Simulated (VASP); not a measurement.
Set up this calculation in VASP 6.6.1, as the native input.

* Task: single point
* Functional: PBEsol
* Potentials or basis: VASP PAW PBE potentials, release 64 (N)
* Cutoff: 520 eV
* k mesh: 6 × 6 × 4
* Occupations: gaussian, width 0.05 eV
* Spin: no spin polarisation
* Dipole correction: no
* Further INCAR settings: ALGO = Normal; EDIFF = 1e-07; NBANDS = 18

The structure of N lies in POSCAR:

```
N
1.0
    4.5006114355      0.0000000000      0.0000000000
   -2.2503057177      3.8976438357      0.0000000000
    0.0000000000      0.0000000000      6.7257633696
N
4
Direct
    0.3333333333      0.6666666667      0.3289300400
    0.3333333333      0.6666666667      0.1710699600
    0.6666666667      0.3333333333      0.8289300400
    0.6666666667      0.3333333333      0.6710699600
```

This cell differs from its parent crystal: strain +0.080 along x and y, -0.040 along z.

One way to write it, as run:

INCAR

```
ALGO = Normal
EDIFF = 1E-7
ENCUT = 520
GGA = PS
ISIF = 2
ISMEAR = 0
LASPH = True
LCHARG = True
LELF = True
LREAL = False
LVHAR = True
LWAVE = False
NBANDS = 18
NELM = 60
PREC = Accurate
SIGMA = 0.05
```

KPOINTS

```
k-points
0
Gamma
  6 6 4
```

Potentials or basis: VASP PAW PBE potentials, release 64 (N).

Run with:

```console
$ cat potpaw_PBE.64/N/POTCAR > POTCAR
$ mpirun -np 1 vasp_std > vasp.out
```

Results of the run:

```yaml
Pressure: 8.7 GPa
Largest_force: 9.246 eV/Å
Band_gap_on_the_k_mesh: 7.58 eV, indirect (least direct gap 7.90 eV)
```

Caveat: the cell differs from its parent crystal (strain +0.080 along x and y, -0.040 along z); the standard files for N, O and F lose accuracy on very short bonds; the PAW data sets were made with another functional, which shifts forces and pressure a little.

Run time: 18 s on 1 thread of Intel(R) Xeon(R) 6975P-C (Granite Rapids) (shared host), peak memory 0.23 GiB.
